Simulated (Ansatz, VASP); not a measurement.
Two plane-wave programs on HgTe

Contents of INCAR:

```
  PREC = Accurate
  ENCUT = 520
  EDIFF = 1E-6
  ISMEAR = -1
  SIGMA = 0.05
  LREAL = False
  LASPH = True
  NELM = 60
  ALGO = Normal
  ISIF = 2
  LWAVE = False
  LCHARG = False
  GGA = PS
  NBANDS = 16
```

File KPOINTS:

```
Automatic mesh
0
Gamma
  7 7 7
```

File POSCAR:

```
HgTe
1.0
    0.0000000000      3.2010602164      3.2010602164
    3.2010602164      0.0000000000      3.2010602164
    3.2010602164      3.2010602164      0.0000000000
Hg Te
1 1
Direct
    0.0000000000      0.0000000000      0.0000000000
    0.5000000000      0.5000000000      0.5000000000
```

The input input.yaml:

```yaml
crystal:
  lattice:
    - [0.0, 3.2010602164, 3.2010602164]
    - [3.2010602164, 0.0, 3.2010602164]
    - [3.2010602164, 3.2010602164, 0.0]
  atoms:
    - { symbol: Hg, position: [0.0, 0.0, 0.0] }
    - { symbol: Te, position: [0.5, 0.5, 0.5] }
hamiltonian:
  xc: pbesol
  pseudopotentials: { kind: paw }
kpoints:
  mp_grid: { grid: [7, 7, 7] }
scf:
  occupations: { method: fermi_dirac, width: 0.05 }
output:
  forces: true
  stress: true
  eigenvalues: true
```

Alike in both runs: task single point; functional PBEsol; k mesh 7 × 7 × 7; occupations fermi-dirac, width 0.05 eV; no spin polarisation.

```csv
,VASP,Ansatz
version,VASP 6.6.1,Ansatz 0.2.0
potentials or method,"VASP PAW PBE potentials, release 64 (Hg, Te)",Ansatz PAW
plane-wave cutoff (eV),520,420
valence electrons in the cell,18,36
```

```tsv
	VASP	Ansatz	Ansatz less VASP
gap on the k mesh at the Fermi level (eV)	none	none	-
pressure (GPa)	-6.8	-6.8	-0.07
```

VASP's potentials were made for PBE, not for PBEsol. A gap of «none» marks a metal or a gap that the smearing closes. VASP's potentials hold 18 valence electrons a cell and Ansatz's 36, so a difference there can come from the potentials and not from the codes.

Neither program's run includes spin-orbit coupling.
